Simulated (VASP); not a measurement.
Set up this calculation in VASP 6.6.1, as the native input.

| Item | Value |
| --- | --- |
| Task | single point |
| Functional | PBE |
| Potentials or basis | VASP PAW PBE potentials, release 64 (In_d, Sb, As) |
| Cutoff | 520 eV |
| k mesh | 6 × 6 × 2 |
| Occupations | gaussian, width 0.1 eV |
| Spin | no spin polarisation |
| Dipole correction | no |
| Further INCAR settings | ALGO = Normal; EDIFF = 1e-06; NBANDS = 28 |

The structure of InSb2As3 lies in POSCAR:

```
InSb2As3
1.0
    4.7766563700      0.0000000000      0.0000000000
   -2.3883281800      4.1367057600      0.0000000000
    0.0000000000      0.0000000000      8.8707005000
In Sb As
1 2 3
Direct
    0.0000000000      0.0000000000      0.5000000000
    0.3333333300      0.6666666700      0.0000000000
    0.6666666700      0.3333333300      0.0000000000
    0.5000000000      0.0000000000      0.5000000000
    0.0000000000      0.5000000000      0.5000000000
    0.5000000000      0.5000000000      0.5000000000
```

These files were run (other wordings do the same):

INCAR

```
SYSTEM = InSb2As3
PREC     = Accurate       ! precision mode
ENCUT    = 520            ! plane-wave cutoff, eV
EDIFF    = 1E-6           ! SCF threshold, eV
ISMEAR   = 0              ! smearing method
SIGMA    = 0.1            ! smearing width, eV
LREAL    = .False.        ! projectors in reciprocal space
LASPH    = .True.         ! aspherical terms in the spheres
NELM     = 80             ! most SCF steps
ALGO     = Normal         ! electronic algorithm
ISIF     = 2              ! what is computed and relaxed
LWAVE    = .False.        ! write WAVECAR
LCHARG   = .True.         ! write CHGCAR
GGA      = PE             ! functional
LELF     = .True.         ! ELF
LVHAR    = .True.       
NBANDS   = 28             ! bands
```

KPOINTS

```
regular mesh
0
Gamma
  6 6 2
  0 0 0
```

Potentials or basis: VASP PAW PBE potentials, release 64 (In_d, Sb, As).

Command:

```console
$ cat potpaw_PBE.64/In_d/POTCAR potpaw_PBE.64/Sb/POTCAR potpaw_PBE.64/As/POTCAR > POTCAR
$ mpirun -np 1 vasp_std > vasp.out
```

It gave:

- Pressure: 30.3 GPa
- Band gap on the k mesh: zero (band 19 reaches 5.61 eV, above the bottom of band 20 at 4.55 eV)

Caveat: spin-orbit coupling is left out, which moves the levels of the heavy elements; this functional lacks dispersion, which binds the layers, so the pressure and a relaxed spacing across them are unreliable.

Wall time 72 s on 1 thread of Intel(R) Xeon(R) Platinum 8259CL CPU @ 2.50GHz (Skylake/Cascade Lake), with other jobs on the host, peak memory 0.32 GiB.
